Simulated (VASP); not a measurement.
Sb2S3: single point with PBEsol

The system is Sb2S3.

```
CELL_PARAMETERS angstrom
11.28943 0.00000 0.00000
0.00000 3.82985 0.00000
0.00000 0.00000 10.92420
ATOMIC_POSITIONS crystal
Sb 0.47526 0.25000 0.32601
Sb 0.02474 0.75000 0.82601
Sb 0.97526 0.25000 0.17399
Sb 0.52474 0.75000 0.67399
Sb 0.34740 0.75000 0.03243
Sb 0.15260 0.25000 0.53243
Sb 0.84740 0.75000 0.46757
Sb 0.65260 0.25000 0.96757
S 0.29043 0.25000 0.19138
S 0.20957 0.75000 0.69138
S 0.79043 0.25000 0.30862
S 0.70957 0.75000 0.80862
S 0.54842 0.75000 0.12660
S 0.95158 0.25000 0.62660
S 0.04842 0.75000 0.37340
S 0.45158 0.25000 0.87340
S 0.37440 0.75000 0.44221
S 0.12560 0.25000 0.94221
S 0.87440 0.75000 0.05779
S 0.62560 0.25000 0.55779
```

```json
{
  "Program": "VASP 6.6.1",
  "Task": "single point",
  "Functional": "PBEsol",
  "Potentials or basis": "VASP PAW PBE potentials, release 64 (Sb, S)",
  "Cutoff": "500 eV",
  "k mesh": "4 × 8 × 4",
  "Occupations": "gaussian, width 0.02 eV",
  "Spin": "no spin polarisation",
  "Dipole correction": "no",
  "Further INCAR settings": "ALGO = Normal; EDIFF = 1e-06; NBANDS = 72"
}
```

```
Pressure               : 0.0 GPa
Largest force          : 0.035 eV/Å
Band gap on the k mesh : 1.18 eV (least direct gap 1.19 eV)
```

Forces in eV/Å, atoms in the order of the input:
```
Sb   0.030  0.000 -0.019
Sb  -0.030  0.000 -0.019
Sb   0.030  0.000  0.019
Sb  -0.030  0.000  0.019
Sb  -0.012  0.000 -0.020
Sb   0.012  0.000 -0.020
Sb  -0.012  0.000  0.020
Sb   0.012  0.000  0.020
S   -0.016  0.000  0.007
S    0.016  0.000  0.007
S   -0.016  0.000 -0.007
S    0.016  0.000 -0.007
S    0.023  0.000  0.015
S   -0.023  0.000  0.015
S    0.023  0.000 -0.015
S   -0.023  0.000 -0.015
S   -0.022  0.000  0.019
S    0.022  0.000  0.019
S   -0.022  0.000 -0.019
S    0.022  0.000 -0.019
```

Levels at points of the mesh, in eV from the valence-band top:
```tsv
k point	band 53	band 54	band 55	band 56	band 57	band 58	band 59	band 60
(0.00, 0.00, 0.00)	-0.27	-0.22	-0.17	0.00	1.24	1.47	1.51	1.81
(0.50, 0.00, 0.00)	-0.19	-0.19	-0.04	-0.04	1.44	1.44	1.71	1.71
(0.00, 0.50, 0.00)	-0.68	-0.68	-0.12	-0.12	1.92	1.92	2.17	2.17
(0.50, 0.50, 0.00)	-0.41	-0.41	-0.41	-0.41	2.14	2.14	2.14	2.14
(0.00, 0.00, 0.50)	-0.19	-0.19	-0.13	-0.13	1.20	1.20	2.02	2.02
(0.50, 0.00, 0.50)	-0.36	-0.36	-0.32	-0.32	1.27	1.27	2.02	2.02
(0.00, 0.50, 0.50)	-0.82	-0.82	-0.51	-0.51	1.73	1.73	1.91	1.91
(0.50, 0.50, 0.50)	-0.85	-0.85	-0.85	-0.85	1.94	1.94	1.94	1.94
```

It took 15 min on 4 MPI ranks on AMD EPYC 7R43 64-Core Processor (Zen 3) (shared host), peak memory 1.1 GiB a rank.

Caveat: the PAW data sets were made with another functional, which shifts forces and pressure a little; spin-orbit coupling is left out, which moves the levels of the heavy elements. A k mesh can miss the band edges.
